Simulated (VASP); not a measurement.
# Be (Fm-3m) in VASP: notebook

The runs below take Be through single point, with r2SCAN.

Program: VASP 6.6.1. These are calculated values, not measurements. Logs are shortened: lines on timing, memory, paths and dates and some standing lists are left out, and cuts for length are marked.

### 1 The cell of the first run

Symmetry: Fm-3m, No. 225, cubic system. Conventional cell: a = 3.105 Å, b = 3.105 Å, c = 3.105 Å, α = 90.00°, β = 90.00°, γ = 90.00°. Within 2.9 Å of Be (site symmetry m-3m) lie 12 Be at 2.20 Å.

This isn't the form of Be at room conditions, which is hcp.

### 2 Single point, r2SCAN

POSCAR reads:

```
Be
1.0
    0.0000000000      1.5522567777      1.5522567777
    1.5522567777      0.0000000000      1.5522567777
    1.5522567777      1.5522567777      0.0000000000
Be
1
Direct
    0.0000000000      0.0000000000      0.0000000000
```

INCAR.step1 reads:

```
ALGO = Normal ; EDIFF = 1E-4
ENCUT = 520 ; GGA = PE
ISMEAR = -1 ; LASPH = True
LCHARG = False ; LREAL = False
LWAVE = True ; NBANDS = 7
NELM = 100 ; PREC = Accurate
SIGMA = 0.1
```

INCAR.step2 reads:

```
ALGO = Normal ; EDIFF = 1E-6
ENCUT = 520 ; ISIF = 2
ISMEAR = -1 ; ISTART = 1
LASPH = True ; LCHARG = False
LMIXTAU = True ; LREAL = False
LWAVE = False ; METAGGA = R2SCAN
NBANDS = 7 ; NELM = 100
PREC = Accurate ; SIGMA = 0.1
```

KPOINTS reads:

```
k-points
0
Gamma
  18 18 18
```

Potentials or basis: VASP PAW PBE potentials, release 64 (Be).

Run with:

```console
cat potpaw_PBE.64/Be/POTCAR > POTCAR
cp INCAR.step1 INCAR
mpirun -np 1 vasp_std > vasp.out
cp INCAR.step2 INCAR
mpirun -np 1 vasp_std > vasp.out
```

OUTCAR:

```text
EDIFF = 1E-6
   ENCUT = 520
   ISIF = 2
   ISMEAR = -1
   ISTART = 1
   LASPH = True
   LREAL = False
   METAGGA = R2SCAN
   NELM = 100
   PREC = Accurate

 ion  position               nearest neighbor table
   1  0.000  0.000  0.000-

  LATTYP: Found a face centered cubic cell.
 ALAT       =     3.1045135554

  Lattice vectors:

 A1 = (   0.0000000000,   1.5522567777,   1.5522567777)
 A2 = (   1.5522567777,   0.0000000000,   1.5522567777)
 A3 = (   1.5522567777,   1.5522567777,   0.0000000000)

Analysis of symmetry for initial positions (statically):
=====================================================================
 Subroutine PRICEL returns:
 Original cell was already a primitive cell.

 Routine SETGRP: Setting up the symmetry group for a
 face centered cubic supercell.

 Subroutine GETGRP returns: Found 48 space group operations
 (whereof 48 operations were pure point group operations)
 out of a pool of 48 trial point group operations.

The static configuration has the point symmetry O_h .

Analysis of symmetry for dynamics (positions and initial velocities):
=====================================================================
 Subroutine PRICEL returns:
 Original cell was already a primitive cell.

 Routine SETGRP: Setting up the symmetry group for a
 face centered cubic supercell.

 Subroutine GETGRP returns: Found 48 space group operations
 (whereof 48 operations were pure point group operations)
 out of a pool of 48 trial point group operations.

The dynamic configuration has the point symmetry O_h .

 Subroutine INISYM returns: Found 48 space group operations
 (whereof 48 operations are pure point group operations),
 and found     1 'primitive' translations

----------------------------------------------------------------------------------------

                                     Primitive cell

  volume of cell :       7.4803

  direct lattice vectors                    reciprocal lattice vectors
     0.000000000  1.552256778  1.552256778    -0.322111655  0.322111655  0.322111655
     1.552256778  0.000000000  1.552256778     0.322111655 -0.322111655  0.322111655
     1.552256778  1.552256778  0.000000000     0.322111655  0.322111655 -0.322111655

  length of vectors
     2.195222587  2.195222587  2.195222587     0.557913753  0.557913753  0.557913753

  position of ions in fractional coordinates (direct lattice)
     0.000000000  0.000000000  0.000000000

  ion indices of the primitive-cell ions
   primitive index   ion index
                 1           1

----------------------------------------------------------------------------------------

 KPOINTS: k-points

Automatic generation of k-mesh.
 Grid dimensions read from file:
 generate k-points for:   18   18   18

 Generating k-lattice:

  Cartesian coordinates                     Fractional coordinates (reciprocal lattice)
    -0.017895092  0.017895092  0.017895092     0.055555556  0.000000000  0.000000000
     0.017895092 -0.017895092  0.017895092     0.000000000  0.055555556  0.000000000
     0.017895092  0.017895092 -0.017895092     0.000000000  0.000000000  0.055555556

  Length of vectors
     0.030995208  0.030995208  0.030995208

  Shift w.r.t. Gamma in fractional coordinates (k-lattice)
     0.000000000  0.000000000  0.000000000

 Subroutine IBZKPT returns following result:
 ===========================================

 Found    195 irreducible k-points:

 Following reciprocal coordinates:
            Coordinates               Weight
  0.000000  0.000000  0.000000      1.000000
  0.055556  0.000000  0.000000      8.000000
  0.111111  0.000000  0.000000      8.000000
  0.166667  0.000000  0.000000      8.000000
  0.222222  0.000000  0.000000      8.000000
  0.277778  0.000000  0.000000      8.000000
[... 16 lines left out ...]
 -0.277778  0.055556  0.000000     24.000000
 -0.222222  0.055556  0.000000     24.000000
 [... further k-points ...]
   k-points           NKPTS =    195   k-points in BZ     NKDIM =    195   number of bands    NBANDS=      7
   number of dos      NEDOS =    301   number of ions     NIONS =      1
   total plane-waves  NPLWV =   4096
   dimension x,y,z NGX =    16 NGY =   16 NGZ =   16
   dimension x,y,z NGXF=    32 NGYF=   32 NGZF=   32
   ions per type =               1
   NGX,Y,Z   is equivalent  to a cutoff of  12.12, 12.12, 12.12 a.u.
   NGXF,Y,Z  is equivalent  to a cutoff of  24.23, 24.23, 24.23 a.u.
 SYSTEM =  unknown system
   PREC   = accura    normal or accurate (medium, high low for compatibility)
   ISTART =      1    job   : 0-new  1-cont  2-samecut
   ICHARG =      0    charge: 1-file 2-atom 10-const
   ISPIN  =      1    spin polarized calculation?
   LNONCOLLINEAR =      F non collinear calculations
   LSORBIT =      F    spin-orbit coupling
   LASPH  =      T    aspherical Exc in radial PAW
   ENCUT  =  520.0 eV  38.22 Ry    6.18 a.u.   4.08  4.08  4.08*2*pi/ulx,y,z
   NELM   =    100;   NELMIN=  2; NELMDL=  0     # of ELM steps
   EDIFF  = 0.1E-05   stopping-criterion for ELM
   LREAL  =      F    real-space projection
   EDIFFG = 0.1E-04   stopping-criterion for IOM
   NSW    =      0    number of steps for IOM
   IBRION =     -1    ionic relax: 0-MD 1-quasi-New 2-CG
   NFREE  =      0    steps in history (QN), initial steepest desc. (CG)
   ISIF   =      2    stress and relaxation
   ISYM   =      2    0-nonsym 1-usesym 2-fastsym
   POTIM  = 0.5000    time-step for ionic-motion
   TEBEG  =    0.0;   TEEND  =   0.0 temperature during run
   PSTRESS=    0.0 pullay stress
   NELECT =       2.0000    total number of electrons
   NUPDOWN=      -1.0000    fix difference up-down
   EMIN   =  10.00;   EMAX   =-10.00  energy-range for DOS
   EFERMI =   0.00;   METHOD = LEGACY
   ISMEAR =    -1;   SIGMA  =   0.10  broadening in eV -4-tet -1-fermi 0-gaus
   EFERMI_NEDOS =   21; number of points for ismear=-14 and -15
   IALGO  =     38    algorithm
   IMIX   =      4    mixing-type and parameters
     AMIX     =   0.40;   BMIX     =  1.00
     AMIX_MAG =   1.60;   BMIX_MAG =  1.00
  volume/ion in A,a.u.               =       7.48        50.48
  Fermi-wavevector in a.u.,A,eV,Ry     =   1.054657  1.993013 15.133781  1.112302
  Thomas-Fermi vector in A             =   2.189826
   LORBIT       =      0    0 simple, 1 ext, 2 COOP (PROOUT), +10 PAW based schemes
   METAGGA = R2SCAN    functional components
   LHFCALC =     F    Hartree Fock is set to
   AEXX    =    0.0000 exact exchange contribution
   IVDW    =     0    specifies the selected vdW correction
   LEPSILON=     F    determine dielectric tensor
   LRPA    =     F    only Hartree local field effects (RPA)
 non-spin polarized calculation
  energy-cutoff  :      520.00
  volume of cell :        7.48
 maximum number of plane-waves:       212
   NGX =  9   NGY =  9   NGZ =  9

 number of electron       2.0000000 magnetization

 Free energy of the ion-electron system (eV)
  ---------------------------------------------------
  ext. energy  EPLUGINS =         0.00000000
  ---------------------------------------------------
  free energy    TOTEN  =        -4.24844290 eV

  energy without entropy =       -4.24474332  energy(sigma->0) =       -4.24659311

 E-fermi :   8.1974     XC(G=0): -11.4556

 val. band max:        8.1933188827   @ k =   0.5000   0.0000   0.0000
 cond. band min:       8.2971554231   @ k =  -0.4444   0.1111   0.0556
 fundamental gap:      0.1038365404
 Fermi energy:         8.1973609058

 k-point     1 :       0.0000    0.0000    0.0000
  band No.  band energies     occupation
      1      -4.9727      2.00000
      2      30.0681      0.00000
      3      30.0681      0.00000
      4      30.0681      0.00000
      5      39.6524      0.00000
      6      39.6524      0.00000
      7      39.6524      0.00000

 k-point     2 :       0.0556    0.0000    0.0000
  band No.  band energies     occupation
      1      -4.8600      2.00000
      2      29.0708      0.00000
      3      29.8554      0.00000
      4      29.8554      0.00000
      5      38.4760      0.00000
      6      40.0480      0.00000
      7      40.0480      0.00000

 k-point     3 :       0.1111    0.0000    0.0000
  band No.  band energies     occupation
      1      -4.5221      2.00000
      2      26.5137      0.00000
      3      29.3279      0.00000
      4      29.3279      0.00000
      5      37.9114      0.00000
      6      41.0107      0.00000
      7      41.0107      0.00000

 k-point     4 :       0.1667    0.0000    0.0000
  band No.  band energies     occupation
      1      -3.9594      2.00000
      2      23.2850      0.00000
      3      28.6868      0.00000
      4      28.6868      0.00000
      5      38.2094      0.00000
      6      41.7552      0.00000
      7      41.7552      0.00000

 k-point     5 :       0.2222    0.0000    0.0000
  band No.  band energies     occupation
      1      -3.1742      2.00000
      2      19.9439      0.00000
      3      28.0771      0.00000
      4      28.0771      0.00000
      5      38.9357      0.00000
      6      41.1710      0.00000
      7      41.1710      0.00000
[... 161 lines left out ...]
 k-point    22 :      -0.3333    0.0556    0.0000
  band No.  band energies     occupation
      1      -0.4363      2.00000
      2      12.8842      0.00000
      3      25.7008      0.00000
      4      27.6706      0.00000
      5      36.5004      0.00000
      6      37.7338      0.00000
      7      42.1315      0.00000

 k-point    23 :      -0.2778    0.0556    0.0000
  band No.  band energies     occupation
      1      -1.6903      2.00000
      2      15.7485      0.00000
      3      25.8599      0.00000
      4      28.2813      0.00000
      5      37.7020      0.00000
      6      38.7197      0.00000
      7      41.2523      0.00000

 k-point    24 :      -0.2222    0.0556    0.0000
  band No.  band energies     occupation
      1      -2.7614      2.00000
      2      18.8814      0.00000
      3      26.2230      0.00000
      4      28.9114      0.00000
      5      38.5054      0.00000
      6      40.0027      0.00000
      7      40.7661      0.00000

 [... further k-points ...]
[... 5 lines left out ...]
  --------------------------------------------------------------------------------------
  -------------------------------------------------------------------------------------
  Total        0.3431013      0.3431013      0.3431013     -0.0000000      0.0000000      0.0000000
  in kB       73.4872896     73.4872896     73.4872896     -0.0000000      0.0000000      0.0000000
  external PRESSURE =      73.4872896 kB  Pullay stress =       0.0000000 kB

 VOLUME and BASIS-vectors are now :
 -----------------------------------------------------------------------------
  energy-cutoff  :      520.00
  volume of cell :        7.48
      direct lattice vectors                 reciprocal lattice vectors
     0.000000000  1.552256778  1.552256778    -0.322111655  0.322111655  0.322111655
     1.552256778  0.000000000  1.552256778     0.322111655 -0.322111655  0.322111655
     1.552256778  1.552256778  0.000000000     0.322111655  0.322111655 -0.322111655

 POSITION                                       TOTAL-FORCE (eV/Angst)
 -----------------------------------------------------------------------------------
      0.00000      0.00000      0.00000        -0.000000     -0.000000     -0.000000
 -----------------------------------------------------------------------------------
    total drift:                                0.000000      0.000000      0.000000

  FREE ENERGIE OF THE ION-ELECTRON SYSTEM (eV)
  ---------------------------------------------------
  free  energy   TOTEN  =        -4.2484428987 eV

  energy  without entropy=       -4.2447433198  energy(sigma->0) =       -4.24659311
```

Run time: 43 s. Hardware: 1 thread of AMD EPYC 7R13, shared host; peak memory 0.08 GiB.

Results:

- Free energy: -4.2484 eV
- Pressure: 7.3 GPa
- Band gap on the k mesh: zero (bands 1 and 2 overlap by 0.59 eV)

Caveat: the cell stands under pressure; the PAW data sets were made with another functional, which shifts forces and pressure a little.

### 3 Single point, r2SCAN

This run uses another cell than the first one, of 7.72 Å³/atom.

POSCAR reads:

```
Be
1.0
    0.0000000000      1.5684272829      1.5684272829
    1.5684272829      0.0000000000      1.5684272829
    1.5684272829      1.5684272829      0.0000000000
Be
1
Direct
    0.0000000000      0.0000000000      0.0000000000
```

INCAR.step1 reads:

```
PREC     = Accurate       # precision mode
ENCUT    = 520            # plane-wave cutoff, eV
ISMEAR   = -1             # smearing method
SIGMA    = 0.1            # smearing width, eV
LREAL    = False          # projectors in reciprocal space
LASPH    = True           # aspherical terms in the spheres
NELM     = 100            # most SCF steps
NBANDS   = 7              # bands
GGA      = PE             # functional
ALGO     = Normal         # electronic algorithm
EDIFF    = 1E-4           # SCF threshold, eV
LWAVE    = True           # write WAVECAR
LCHARG   = False          # write CHGCAR
```

INCAR.step2 reads:

```
PREC     = Accurate       # precision mode
ENCUT    = 520            # plane-wave cutoff, eV
EDIFF    = 1E-6           # SCF threshold, eV
ISMEAR   = -1             # smearing method
SIGMA    = 0.1            # smearing width, eV
LREAL    = False          # projectors in reciprocal space
LASPH    = True           # aspherical terms in the spheres
NELM     = 100            # most SCF steps
ALGO     = Normal         # electronic algorithm
ISIF     = 2              # what is computed and relaxed
LWAVE    = False          # write WAVECAR
LCHARG   = False          # write CHGCAR
METAGGA  = R2SCAN         # meta-GGA
LMIXTAU  = True         
NBANDS   = 7              # bands
ISTART   = 1
```

KPOINTS reads:

```
Automatic mesh
0
Gamma
  18 18 18
```

Potentials or basis: VASP PAW PBE potentials, release 64 (Be).

Run with:

```console
cat potpaw_PBE.64/Be/POTCAR > POTCAR
cp INCAR.step1 INCAR
mpirun -np 1 vasp_std > vasp.out
cp INCAR.step2 INCAR
mpirun -np 1 vasp_std > vasp.out
```

It took 39 s on 1 thread of AMD EPYC 7R13, shared host; peak memory 0.09 GiB.

Results (log left out):

```
Free energy            : -4.2561 eV
Pressure               : 3.1 GPa
Band gap on the k mesh : zero (bands 1 and 2 overlap by 0.58 eV)
```

Levels at points of the mesh, in eV from the Fermi level:
```tsv
k point	band 1	band 2	band 3	band 4
(0.00, 0.00, 0.00)	-12.93	21.40	21.40	21.40
(0.50, 0.00, 0.00)	-5.77	-0.05	18.18	18.18
(0.50, 0.50, 0.00)	-2.86	3.93	10.48	10.48
```

Caveat: the cell stands under pressure; the PAW data sets were made with another functional, which shifts forces and pressure a little.

### 4 Single point, r2SCAN

This run uses another cell than the first one, of 7.72 Å³/atom.

POSCAR is that of step 3.

INCAR.step1 reads:

```
SYSTEM = Be
ALGO     = Normal         ! electronic algorithm
EDIFF    = 1E-4           ! SCF threshold, eV
ENCUT    = 520            ! plane-wave cutoff, eV
GGA      = PE             ! functional
ISMEAR   = -1             ! smearing method
LASPH    = .True.         ! aspherical terms in the spheres
LCHARG   = .False.        ! write CHGCAR
LREAL    = .False.        ! projectors in reciprocal space
LWAVE    = .True.         ! write WAVECAR
NBANDS   = 7              ! bands
NELM     = 60             ! most SCF steps
PREC     = Accurate       ! precision mode
SIGMA    = 0.1            ! smearing width, eV
```

INCAR.step2 reads:

```
SYSTEM = Be
ALGO     = Normal         ! electronic algorithm
EDIFF    = 1E-7           ! SCF threshold, eV
ENCUT    = 520            ! plane-wave cutoff, eV
ISIF     = 2              ! what is computed and relaxed
ISMEAR   = -1             ! smearing method
ISTART   = 1            
LASPH    = .True.         ! aspherical terms in the spheres
LCHARG   = .False.        ! write CHGCAR
LMIXTAU  = .True.       
LREAL    = .False.        ! projectors in reciprocal space
LWAVE    = .False.        ! write WAVECAR
METAGGA  = R2SCAN         ! meta-GGA
NBANDS   = 7              ! bands
NELM     = 60             ! most SCF steps
PREC     = Accurate       ! precision mode
SIGMA    = 0.1            ! smearing width, eV
```

KPOINTS reads:

```
k-points
0
Gamma
  18 18 18
  0 0 0
```

Run with:

```console
cat potpaw_PBE.64/Be/POTCAR > POTCAR
cp INCAR.step1 INCAR
mpirun -np 1 vasp_std > vasp.out
cp INCAR.step2 INCAR
mpirun -np 1 vasp_std > vasp.out
```

Run time: 48 s. Hardware: 1 thread of AMD EPYC 7R13, shared host; peak memory 0.09 GiB.

The run converged. Its results:

```yaml
Free_energy: -4.2561 eV
Pressure: 3.1 GPa
Band_gap_on_the_k_mesh: zero (bands 1 and 2 overlap by 0.58 eV)
```

Levels at points of the mesh, in eV from the Fermi level:
```csv
k point,band 1,band 2,band 3,band 4
"(0.00, 0.00, 0.00)",-12.93,21.40,21.40,21.40
"(0.50, 0.00, 0.00)",-5.77,-0.05,18.18,18.18
"(0.50, 0.50, 0.00)",-2.86,3.93,10.47,10.47
```

Caveat: the cell stands under pressure; the PAW data sets were made with another functional, which shifts forces and pressure a little.
